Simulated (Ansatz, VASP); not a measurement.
## Two plane-wave programs on InSb

File INCAR:

```
SYSTEM = InSb
ALGO = Normal ; EDIFF = 1E-7
ENCUT = 520 ; GGA = PE
ISIF = 2 ; ISMEAR = 0
LASPH = .TRUE. ; LCHARG = .TRUE.
LELF = .TRUE. ; LREAL = .FALSE.
LVHAR = .TRUE. ; LWAVE = .FALSE.
NBANDS = 16 ; NELM = 80
PREC = Accurate ; SIGMA = 0.15
```

Contents of KPOINTS:

```
k-points
0
G
  12 12 12
  0 0 0
```

File POSCAR:

```
InSb
1.0
    0.0000000000      3.2391000000      3.2876865000
    3.2391000000      0.0000000000      3.2876865000
    3.2391000000      3.2391000000      0.0000000000
In Sb
1 1
Direct
    0.0000000000      0.0000000000      0.0000000000
    0.7500000000      0.7500000000      0.7500000000
```

Input for Ansatz:

```yaml
crystal:
  lattice:
    - [0.0, 3.2391, 3.2876865]
    - [3.2391, 0.0, 3.2876865]
    - [3.2391, 3.2391, 0.0]
  atoms:
    - { symbol: In, position: [0.0, 0.0, 0.0] }
    - { symbol: Sb, position: [0.75, 0.75, 0.75] }
basis:
  ecutwfc: 420
kpoints:
  mp_grid: { grid: [12, 12, 12] }
hamiltonian:
  xc: pbe
scf:
  occupations: { method: gaussian, width: 0.15 }
output:
  forces: true
  stress: true
  eigenvalues: true
  write_density: true
  write_potential: true
  elf: true
  volumetric_format: npy
```

Change from the starting cell: strain +0.000 along x and y, +0.015 along z, atoms carried along.

Alike in both runs: task single point; functional PBE; k mesh 12 × 12 × 12; occupations gaussian, width 0.15 eV; no spin polarisation.

```csv
,VASP,Ansatz
version,VASP 6.6.1,Ansatz 0.2.0
potentials or method,"VASP PAW PBE potentials, release 64 (In_d, Sb), cutoff 520 eV","scalar-relativistic, plane waves, PAW"
valence electrons in the cell,18,28
```

```csv
,VASP,Ansatz,Ansatz less VASP
gap on the k mesh at the Fermi level (eV),none,none,-
pressure (GPa),2.4,2.4,+0.02
"traceless stress, the component that is largest in VASP (GPa)",-0.26,-0.26,0.000
```

A gap of «none» marks a metal or a gap that the smearing closes. VASP's potentials hold 18 valence electrons a cell and Ansatz's 28, so a difference there can come from the potentials and not from the codes.

Spin-orbit coupling is off throughout.
